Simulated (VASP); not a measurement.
# PbSe in VASP: notebook

PbSe is run at these levels: PBE; tasks: single point, relaxation of shape and atoms at fixed volume.

Everything below comes from runs of VASP 6.6.1. Logs are shortened: lines on timing, memory, paths and dates and some standing lists are left out, and cuts for length are marked.

### 1 The cell of the first run

Symmetry: P6_3mc, No. 186, hexagonal system. The conventional cell has a = 4.267 Å, b = 4.267 Å, c = 7.928 Å, α = 90.00°, β = 90.00°, γ = 120.00°. Pb (site symmetry 3m) has 6 Se at 2.96 to 3.39 Å within 3.9 Å. Se (site symmetry 3m) has 6 Pb at 2.96 to 3.39 Å and 2 Se at 3.96 Å within 4.0 Å.

### 2 Single point, PBE

File INCAR:

```
SYSTEM = PbSe
ALGO = Normal
EDIFF = 1E-7
ENCUT = 520
GGA = PE
ISIF = 2
ISMEAR = 0
LASPH = .True.
LCHARG = .True.
LELF = .True.
LREAL = .False.
LVHAR = .True.
LWAVE = .False.
NBANDS = 50
NELM = 60
PREC = Accurate
SIGMA = 0.1
```

File KPOINTS:

```
k-points
0
Gamma
  4 2 2
  0 0 0
```

File POSCAR:

```
PbSe
1.0
    2.1336086793     -3.6955186359      0.0000000000
   -6.4008260378     -3.6955186359      0.0000000000
    0.0000000000      0.0000000000     -7.9276944000
Pb Se
4 4
Direct
    1.0000000000      0.6666666667      0.7721410000
    0.5000000000      0.1666666667      0.7721410000
    0.5000000000      0.8333333333      0.2721410000
    1.0000000000      0.3333333333      0.2721410000
    0.0000000000      0.0000000000      0.4780100000
    0.5000000000      0.5000000000      0.4780100000
    0.0000000000      0.0000000000      0.9780100000
    0.5000000000      0.5000000000      0.9780100000
```

Potentials or basis: VASP PAW PBE potentials, release 64 (Pb_d, Se).

Started as:

```bash
cat potpaw_PBE.64/Pb_d/POTCAR potpaw_PBE.64/Se/POTCAR > POTCAR
mpirun -np 1 vasp_std > vasp.out
```

OUTCAR:

```text
SYSTEM = PbSe
   EDIFF = 1E-7
   ENCUT = 520
   GGA = PE
   ISIF = 2
   ISMEAR = 0
   LASPH = .True.
   LREAL = .False.
   NELM = 60
   PREC = Accurate

 ion  position               nearest neighbor table
   1  0.000  0.667  0.772-   7 2.96   8 2.96   8 2.96   5 3.39   6 3.39   6 3.39
   2  0.500  0.167  0.772-   8 2.96   7 2.96   7 2.96   6 3.39   5 3.39   5 3.39
   3  0.500  0.833  0.272-   6 2.96   5 2.96   5 2.96   8 3.39   7 3.39   7 3.39
   4  0.000  0.333  0.272-   5 2.96   6 2.96   6 2.96   7 3.39   8 3.39   8 3.39
   5  0.000  0.000  0.478-   4 2.96   3 2.96   3 2.96   1 3.39   2 3.39   2 3.39
   6  0.500  0.500  0.478-   3 2.96   4 2.96   4 2.96   2 3.39   1 3.39   1 3.39
   7  0.000  0.000  0.978-   1 2.96   2 2.96   2 2.96   4 3.39   3 3.39   3 3.39
   8  0.500  0.500  0.978-   2 2.96   1 2.96   1 2.96   3 3.39   4 3.39   4 3.39

  LATTYP: Found a simple orthorhombic cell.
 ALAT       =     4.2672173585
 B/A-ratio  =     1.7320508076
 C/A-ratio  =     1.8578135900

  Lattice vectors:

 A1 = (   2.1336086793,  -3.6955186359,   0.0000000000)
 A2 = (  -6.4008260378,  -3.6955186359,   0.0000000000)
 A3 = (   0.0000000000,   0.0000000000,  -7.9276944000)

Analysis of symmetry for initial positions (statically):
=====================================================================
 Subroutine PRICEL returns following result:

  LATTYP: Found a hexagonal cell.
 ALAT       =     4.2672173585
 C/A-ratio  =     1.8578135900

  Lattice vectors:

 A1 = (  -2.1336086793,   3.6955186359,   0.0000000000)
 A2 = (   4.2672173585,   0.0000000000,   0.0000000000)
 A3 = (   0.0000000000,   0.0000000000,  -7.9276944000)

   2 primitive cells build up your supercell.

 Routine SETGRP: Setting up the symmetry group for a
 simple orthorhombic supercell.

 Subroutine GETGRP returns: Found  4 space group operations
 (whereof  2 operations were pure point group operations)
 out of a pool of  8 trial point group operations.

The static configuration has the point symmetry C_1h.
 The point group associated with its full space group is C_2v.

Analysis of symmetry for dynamics (positions and initial velocities):
=====================================================================
 Subroutine PRICEL returns following result:

  LATTYP: Found a hexagonal cell.
 ALAT       =     4.2672173585
 C/A-ratio  =     1.8578135900

  Lattice vectors:

 A1 = (  -2.1336086793,   3.6955186359,   0.0000000000)
 A2 = (   4.2672173585,   0.0000000000,   0.0000000000)
 A3 = (   0.0000000000,   0.0000000000,  -7.9276944000)

   2 primitive cells build up your supercell.

 Routine SETGRP: Setting up the symmetry group for a
 simple orthorhombic supercell.

 Subroutine GETGRP returns: Found  4 space group operations
 (whereof  2 operations were pure point group operations)
 out of a pool of  8 trial point group operations.

The dynamic configuration has the point symmetry C_1h.
 The point group associated with its full space group is C_2v.

 Subroutine INISYM returns: Found  4 space group operations
 (whereof  2 operations are pure point group operations),
 and found     2 'primitive' translations

----------------------------------------------------------------------------------------

                                     Primitive cell

  volume of cell :     125.0164

  direct lattice vectors                    reciprocal lattice vectors
    -2.133608679  3.695518636  0.000000000     0.000000000  0.270598013  0.000000000
     4.267217359  0.000000000  0.000000000     0.234344753  0.135299007  0.000000000
     0.000000000  0.000000000 -7.927694400     0.000000000  0.000000000 -0.126140079

  length of vectors
     4.267217358  4.267217359  7.927694400     0.270598013  0.270598013  0.126140079

  position of ions in fractional coordinates (direct lattice)
     0.333333333  0.666666667  0.772141000
     0.666666667  0.333333333  0.272141000
     0.000000000  0.000000000  0.478010000
     0.000000000  0.000000000  0.978010000

  ion indices of the primitive-cell ions
   primitive index   ion index
                 1           1
                 2           4
                 3           5
                 4           7

----------------------------------------------------------------------------------------

 KPOINTS: k-points

Automatic generation of k-mesh.
 Grid dimensions read from file:
 generate k-points for:    4    2    2

 Generating k-lattice:

  Cartesian coordinates                     Fractional coordinates (reciprocal lattice)
     0.029293094 -0.050737127  0.000000000     0.250000000  0.000000000  0.000000000
    -0.058586188 -0.033824752  0.000000000     0.000000000  0.500000000  0.000000000
     0.000000000  0.000000000 -0.063070040     0.000000000  0.000000000  0.500000000

  Length of vectors
     0.058586188  0.067649503  0.063070040

  Shift w.r.t. Gamma in fractional coordinates (k-lattice)
     0.000000000  0.000000000  0.000000000

 Subroutine IBZKPT returns following result:
 ===========================================

 Found     12 irreducible k-points:

 Following reciprocal coordinates:
            Coordinates               Weight
  0.000000  0.000000  0.000000      1.000000
  0.250000 -0.000000  0.000000      2.000000
  0.500000 -0.000000  0.000000      1.000000
  0.000000  0.500000  0.000000      1.000000
  0.250000  0.500000  0.000000      2.000000
  0.500000  0.500000  0.000000      1.000000
  0.000000  0.000000  0.500000      1.000000
  0.250000 -0.000000  0.500000      2.000000
  0.500000 -0.000000  0.500000      1.000000
  0.000000  0.500000  0.500000      1.000000
  0.250000  0.500000  0.500000      2.000000
  0.500000  0.500000  0.500000      1.000000
   k-points           NKPTS =     12   k-points in BZ     NKDIM =     12   number of bands    NBANDS=     50
   number of dos      NEDOS =    301   number of ions     NIONS =      8
   total plane-waves  NPLWV = 107520
   dimension x,y,z NGX =    32 NGY =   56 NGZ =   60
   dimension x,y,z NGXF=    64 NGYF=  112 NGZF=  120
   ions per type =               4   4
   NGX,Y,Z   is equivalent  to a cutoff of  12.47, 12.60, 12.58 a.u.
   NGXF,Y,Z  is equivalent  to a cutoff of  24.93, 25.19, 25.16 a.u.
 SYSTEM =  PbSe
   PREC   = accura    normal or accurate (medium, high low for compatibility)
   ISTART =      0    job   : 0-new  1-cont  2-samecut
   ICHARG =      2    charge: 1-file 2-atom 10-const
   ISPIN  =      1    spin polarized calculation?
   LNONCOLLINEAR =      F non collinear calculations
   LSORBIT =      F    spin-orbit coupling
   LASPH  =      T    aspherical Exc in radial PAW
   ENCUT  =  520.0 eV  38.22 Ry    6.18 a.u.   7.93 13.74 14.74*2*pi/ulx,y,z
   NELM   =     60;   NELMIN=  2; NELMDL= -5     # of ELM steps
   EDIFF  = 0.1E-06   stopping-criterion for ELM
   LREAL  =      F    real-space projection
   EDIFFG = 0.1E-05   stopping-criterion for IOM
   NSW    =      0    number of steps for IOM
   IBRION =     -1    ionic relax: 0-MD 1-quasi-New 2-CG
   NFREE  =      0    steps in history (QN), initial steepest desc. (CG)
   ISIF   =      2    stress and relaxation
   ISYM   =      2    0-nonsym 1-usesym 2-fastsym
   POTIM  = 0.5000    time-step for ionic-motion
   TEBEG  =    0.0;   TEEND  =   0.0 temperature during run
   PSTRESS=    0.0 pullay stress
   NELECT =      80.0000    total number of electrons
   NUPDOWN=      -1.0000    fix difference up-down
   EMIN   =  10.00;   EMAX   =-10.00  energy-range for DOS
   EFERMI =   0.00;   METHOD = LEGACY
   ISMEAR =     0;   SIGMA  =   0.10  broadening in eV -4-tet -1-fermi 0-gaus
   EFERMI_NEDOS =   21; number of points for ismear=-14 and -15
   IALGO  =     38    algorithm
   IMIX   =      4    mixing-type and parameters
     AMIX     =   0.40;   BMIX     =  1.00
     AMIX_MAG =   1.60;   BMIX_MAG =  1.00
  volume/ion in A,a.u.               =      31.25       210.91
  Fermi-wavevector in a.u.,A,eV,Ry     =   1.119711  2.115946 17.058331  1.253752
  Thomas-Fermi vector in A             =   2.256352
   LORBIT       =      0    0 simple, 1 ext, 2 COOP (PROOUT), +10 PAW based schemes
   GGA     = PE    functional components
   LHFCALC =     F    Hartree Fock is set to
   AEXX    =    0.0000 exact exchange contribution
   IVDW    =     0    specifies the selected vdW correction
   LEPSILON=     F    determine dielectric tensor
   LRPA    =     F    only Hartree local field effects (RPA)
 non-spin polarized calculation
 Gauss-broadening in eV      SIGMA  =   0.10
  energy-cutoff  :      520.00
  volume of cell :      250.03
 maximum number of plane-waves:      6752
 NGX is ok and might be reduce to    32
   NGX = 15   NGY = 27   NGZ = 29

 number of electron      80.0000010 magnetization

 Free energy of the ion-electron system (eV)
  ---------------------------------------------------
  ext. energy  EPLUGINS =         0.00000000
  ---------------------------------------------------
  free energy    TOTEN  =       -32.07784237 eV

  energy without entropy =      -32.07784231  energy(sigma->0) =      -32.07784234

 E-fermi :   4.1537     XC(G=0):  -9.0941

 val. band max:        3.7931335784   @ k =   0.0000   0.0000   0.0000
 cond. band min:       4.5094618295   @ k =   0.5000   0.5000   0.0000
 fundamental gap:      0.7163282511
 Fermi energy:         4.1536751828

 k-point     1 :       0.0000    0.0000    0.0000
  band No.  band energies     occupation
      1     -12.6724      2.00000
      2     -12.6659      2.00000
      3     -12.6288      2.00000
      4     -12.6288      2.00000
      5     -12.6250      2.00000
      6     -12.6249      2.00000
[... 42 lines left out ...]
     49       8.4013      0.00000
     50       8.4015      0.00000

 k-point     2 :       0.2500   -0.0000    0.0000
  band No.  band energies     occupation
      1     -12.6705      2.00000
      2     -12.6519      2.00000
      3     -12.6411      2.00000
      4     -12.6376      2.00000
      5     -12.6154      2.00000
      6     -12.6124      2.00000
[... 42 lines left out ...]
     49       7.6598      0.00000
     50       8.1262      0.00000

 k-point     3 :       0.5000   -0.0000    0.0000
  band No.  band energies     occupation
      1     -12.6655      2.00000
      2     -12.6655      2.00000
      3     -12.6522      2.00000
      4     -12.6522      2.00000
      5     -12.6082      2.00000
      6     -12.6082      2.00000
[... 42 lines left out ...]
     49       8.5557      0.00000
     50       8.5557      0.00000

 k-point     4 :       0.0000    0.5000    0.0000
  band No.  band energies     occupation
      1     -12.6471      2.00000
      2     -12.6471      2.00000
      3     -12.6438      2.00000
      4     -12.6438      2.00000
      5     -12.6092      2.00000
      6     -12.6092      2.00000
[... 363 lines left out ...]
 k-point    11 :       0.2500    0.5000    0.5000
  band No.  band energies     occupation
      1     -12.6531      2.00000
      2     -12.6531      2.00000
      3     -12.6531      2.00000
      4     -12.6531      2.00000
      5     -12.6046      2.00000
      6     -12.6046      2.00000
[... 42 lines left out ...]
     49       8.9316      0.00000
     50       8.9316      0.00000

 k-point    12 :       0.5000    0.5000    0.5000
  band No.  band energies     occupation
      1     -12.6682      2.00000
      2     -12.6682      2.00000
      3     -12.6682      2.00000
      4     -12.6682      2.00000
      5     -12.6094      2.00000
      6     -12.6094      2.00000
[... 42 lines left out ...]
     49       8.1199      0.00000
     50       8.1199      0.00000

------------------------ aborting loop because EDIFF is reached ----------------------------------------

  FORCE on cell =-STRESS in cart. coord.  units (eV):
  Direction    XX          YY          ZZ          XY          YZ          ZX
  --------------------------------------------------------------------------------------
  -------------------------------------------------------------------------------------
  Total        0.0414565      0.1714954      0.4530914     -0.1126170     -0.0000000      0.0000000
  in kB        0.2656480      1.0989197      2.9033499     -0.7216345     -0.0000000      0.0000000
  external PRESSURE =       1.4226392 kB  Pullay stress =       0.0000000 kB

 VOLUME and BASIS-vectors are now :
 -----------------------------------------------------------------------------
  energy-cutoff  :      520.00
  volume of cell :      250.03
      direct lattice vectors                 reciprocal lattice vectors
     2.133608679 -3.695518636  0.000000000     0.117172377 -0.202948510  0.000000000
    -6.400826038 -3.695518636  0.000000000    -0.117172377 -0.067649503  0.000000000
     0.000000000  0.000000000 -7.927694400     0.000000000  0.000000000 -0.126140079

 POSITION                                       TOTAL-FORCE (eV/Angst)
 -----------------------------------------------------------------------------------
     -4.26722     -2.46368     -6.12130         0.004662      0.002692     -0.108281
     -0.00000     -2.46368     -6.12130         0.004662      0.002692     -0.108281
     -4.26722     -4.92736     -2.15745        -0.004662     -0.002692     -0.108281
     -2.13361     -1.23184     -2.15745        -0.004662     -0.002692     -0.108281
      0.00000      0.00000     -3.78952        -0.006664     -0.003847      0.108281
     -2.13361     -3.69552     -3.78952        -0.006664     -0.003847      0.108281
      0.00000      0.00000     -7.75336         0.006664      0.003847      0.108281
     -2.13361     -3.69552     -7.75336         0.006664      0.003847      0.108281
 -----------------------------------------------------------------------------------
    total drift:                               -0.000000     -0.000000     -0.000500

  FREE ENERGIE OF THE ION-ELECTRON SYSTEM (eV)
  ---------------------------------------------------
  free  energy   TOTEN  =       -32.0778423734 eV

  energy  without entropy=      -32.0778423058  energy(sigma->0) =      -32.07784234
```

It took 83 s on 1 thread of Intel Xeon 6975P-C (Granite Rapids), shared host; peak memory 0.37 GiB.

Results:

| Property | Result |
| --- | --- |
| Free energy | -32.0778 eV |
| Pressure | 0.1 GPa |
| Largest force | 0.109 eV/Å |
| Band gap on the k mesh | 0.72 eV |

Forces in eV/Å, atoms in the order of the input:
```
Pb   0.005  0.003 -0.108
Pb   0.005  0.003 -0.108
Pb  -0.005 -0.003 -0.108
Pb  -0.005 -0.003 -0.108
Se  -0.007 -0.004  0.108
Se  -0.007 -0.004  0.108
Se   0.007  0.004  0.108
Se   0.007  0.004  0.108
```

Stress tensor (GPa, compression positive):
```
 0.03 -0.07  0.00
-0.07  0.11  0.00
 0.00  0.00  0.29
```

Caveat: the k points lie up to 0.43 Å⁻¹ apart; spin-orbit coupling is left out, which moves the levels of the heavy elements.

### 3 Relaxation of shape and atoms at fixed volume, PBE (28.44 Å³/atom)

File INCAR:

```
SYSTEM = PbSe
ALGO = Normal
EDIFF = 1E-6
EDIFFG = -0.01
ENCUT = 600
GGA = PE
IBRION = 2
ISIF = 4
ISMEAR = 0
LASPH = .TRUE.
LCHARG = .FALSE.
LREAL = .FALSE.
LWAVE = .FALSE.
NELM = 100
NSW = 50
PREC = Accurate
SIGMA = 0.02
```

File KPOINTS:

```
k-points
0
G
  6 6 4
  0 0 0
```

File POSCAR:

```
PbSe
1.0
    4.1576346000      0.0000000000      0.0000000000
   -2.0788173000      3.6006171832      0.0000000000
    0.0000000000      0.0000000000      7.5995029282
Pb Se
2 2
Direct
    0.6666666667      0.3333333333      0.2370188673
    0.3333333333      0.6666666667      0.7370188673
    0.0000000000      0.0000000000      0.5128301327
    0.0000000000      0.0000000000      0.0128301327
```

Potentials or basis: VASP PAW PBE potentials, release 64 (Pb_d, Se).

Started as:

```bash
cat potpaw_PBE.64/Pb_d/POTCAR potpaw_PBE.64/Se/POTCAR > POTCAR
mpirun -np 1 vasp_std > vasp.out
```

Run time: 3.1 min. Hardware: 1 thread of Intel Xeon 6975P-C (Granite Rapids), shared host; peak memory 0.31 GiB.

It converged, with:

```yaml
Free_energy: -15.9923 eV
Energy_gained_by_relaxing: 2.1 meV/atom
Ionic_steps: 8
Pressure_after_relaxing: 3.0 GPa
Largest_force_after_relaxing: 0.010 eV/Å
Band_gap_on_the_k_mesh: zero (bands 20 and 21 overlap by 0.06 eV)
```

Forces in eV/Å, atoms in the order of the input:
```
Pb   0.000  0.000  0.010
Pb   0.000  0.000  0.010
Se   0.000  0.000 -0.010
Se   0.000  0.000 -0.010
```

The path:
```tsv
step	energy change (eV)	largest force (eV/Å)	pressure (GPa)	volume (Å³)
1	0.0000	0.0871	3.64	113.76
2	-0.0015	0.0711	3.57	113.76
3	-0.0038	0.0461	3.31	113.76
4	-0.0016	0.0058	2.93	113.76
5	-0.0043	0.0290	3.17	113.76
6	-0.0060	0.0237	3.13	113.76
7	-0.0078	0.0163	3.08	113.76
8	-0.0082	0.0098	3.02	113.76
```

Final structure:
```cif
data_structure
_symmetry_space_group_name_H-M 'P 1'
_symmetry_Int_Tables_number 1
_cell_length_a 4.1627
_cell_length_b 4.1627
_cell_length_c 7.5811
_cell_angle_alpha 90.000
_cell_angle_beta 90.000
_cell_angle_gamma 120.000
_cell_volume 113.76
loop_
_atom_site_label
_atom_site_type_symbol
_atom_site_fract_x
_atom_site_fract_y
_atom_site_fract_z
_atom_site_occupancy
Pb1 Pb 0.66667 0.33333 0.24421 1
Pb2 Pb 0.33333 0.66667 0.74421 1
Se1 Se 0.00000 0.00000 0.50564 1
Se2 Se 0.00000 0.00000 0.00564 1
```

Levels at points of the mesh, in eV from the Fermi level:
| k point | band 17 | band 18 | band 19 | band 20 | band 21 | band 22 | band 23 | band 24 |
| --- | --- | --- | --- | --- | --- | --- | --- | --- |
| (0.00, 0.00, 0.00) | -1.53 | -0.83 | -0.83 | 0.07 | 1.29 | 2.44 | 2.44 | 4.88 |
| (0.50, 0.00, 0.00) | -2.73 | -1.24 | -0.73 | -0.07 | 0.01 | 1.61 | 1.92 | 4.20 |
| (0.00, 0.00, 0.50) | -1.23 | -1.23 | -1.20 | -1.20 | 3.27 | 3.27 | 3.43 | 3.43 |
| (0.50, 0.00, 0.50) | -2.18 | -2.18 | -2.15 | -2.15 | 2.14 | 2.14 | 3.72 | 3.72 |

Caveat: semilocal functionals underestimate gaps, and a narrow one can read as zero; spin-orbit coupling is left out, which moves the levels of the heavy elements.

(Part 1 of 2 ends here.)

The gap in the log of VASP goes by the Fermi energy; the results here count the filled bands.